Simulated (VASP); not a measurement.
Crystal: TaN.

```
Ta N
1.0
     0.00000    2.19188    2.19188
     2.19188    0.00000    2.19188
     2.19188    2.19188    0.00000
Ta N
1 1
Direct
  0.49783 0.50217 0.50217
  0.02806 0.97194 0.97194
```

Base run:

* Program: VASP 6.6.1
* Functional: LDA
* Potentials or basis: VASP PAW LDA potentials, release 64 (Ta_sv_GW, N)
* Cutoff: 600 eV
* k mesh: 18 × 18 × 18
* Occupations: gaussian, width 0.15 eV
* Spin: no spin polarisation

Its results: band gap on the k mesh zero (band 9 reaches 15.45 eV, above the bottom of band 10 at 11.83 eV); pressure -4.6 GPa; largest force 1.159 eV/Å.

Task: The run is repeated on the same cell with these changes: potentials or basis from VASP PAW LDA potentials, release 64 (Ta_sv_GW, N) to VASP PAW LDA potentials, release 64 (Ta_pv, N); cutoff from 600 eV to 520 eV; further incar settings from ALGO = Normal; EDIFF = 1e-06; NBANDS = 16 to ALGO = Normal; EDIFF = 1e-07; NBANDS = 15; valence electrons from 18 to 16. What comes out?

Result: Band gap on the k mesh zero (band 8 reaches 11.32 eV, above the bottom of band 9 at 7.70 eV); pressure -3.7 GPa; largest force 1.160 eV/Å.

Caveats: spin-orbit coupling is left out, which moves the levels of the heavy elements; forces of over 1 eV/Å act on the atoms, so gaps and moduli don't describe the material at rest.
